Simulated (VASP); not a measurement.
Write the native input for VASP 6.6.1 that does the following.

* Task: relaxation of cell and atoms
* Functional: PBE
* Potentials or basis: VASP PAW PBE potentials, release 64 (Al, Cu)
* Cutoff: 600 eV
* k mesh: 6 × 6 × 4
* Occupations: gaussian, width 0.1 eV
* Spin: no spin polarisation
* Dipole correction: no
* Further INCAR settings: ALGO = Fast; EDIFF = 1e-07; IBRION = 2; EDIFFG = -0.04; NSW = 90; ISIF = 3

The structure of Al2Cu lies in POSCAR:

```
Al2Cu
1.0
    4.7831794300      0.0000000000      0.0000000000
   -2.3915897100      4.1423548900      0.0000000000
    0.0000000000      0.0000000000      4.4430657400
Al Cu
4 2
Direct
    0.0000000000      0.0000000000      0.0000000000
    0.0000000000      0.3333333300      0.5000000000
    0.6666666700      0.6666666700      0.5000000000
    0.3333333300      0.0000000000      0.5000000000
    0.6666666700      0.3333333300      0.0000000000
    0.3333333300      0.6666666700      0.0000000000
```

These files were run (other wordings do the same):

INCAR

```
PREC = Accurate ; ENCUT = 600
EDIFF = 1E-7 ; ISMEAR = 0
SIGMA = 0.1 ; LREAL = False
LASPH = True ; NELM = 80
ALGO = Fast ; ISIF = 3
LWAVE = False ; LCHARG = False
GGA = PE ; IBRION = 2
NSW = 90 ; EDIFFG = -0.04
```

KPOINTS

```
Automatic mesh
0
Gamma
  6 6 4
```

Potentials or basis: VASP PAW PBE potentials, release 64 (Al, Cu).

Run with:

```bash
$ cat potpaw_PBE.64/Al/POTCAR potpaw_PBE.64/Cu/POTCAR > POTCAR
$ mpirun -np 1 vasp_std > vasp.out
```

Results of the run:

* Relaxed volume: 14.78 Å³/atom
* Relaxed cell: a = 4.819 Å, b = 4.819 Å, c = 4.410 Å, α = 90.00°, β = 90.00°, γ = 120.00°
* Space group after relaxing (to 0.05 Å): P-62m (No. 189)
* Energy gained by relaxing: 7.2 meV/atom
* Ionic steps: 7
* Pressure after relaxing: 0.0 GPa
* Band gap on the k mesh: zero (band 17 reaches 9.78 eV, above the bottom of band 18 at 6.89 eV)

Run time: 4.5 min on 1 thread of Intel(R) Xeon(R) Platinum 8124M CPU @ 3.00GHz (Skylake/Cascade Lake), on a shared host, peak memory 0.26 GiB.
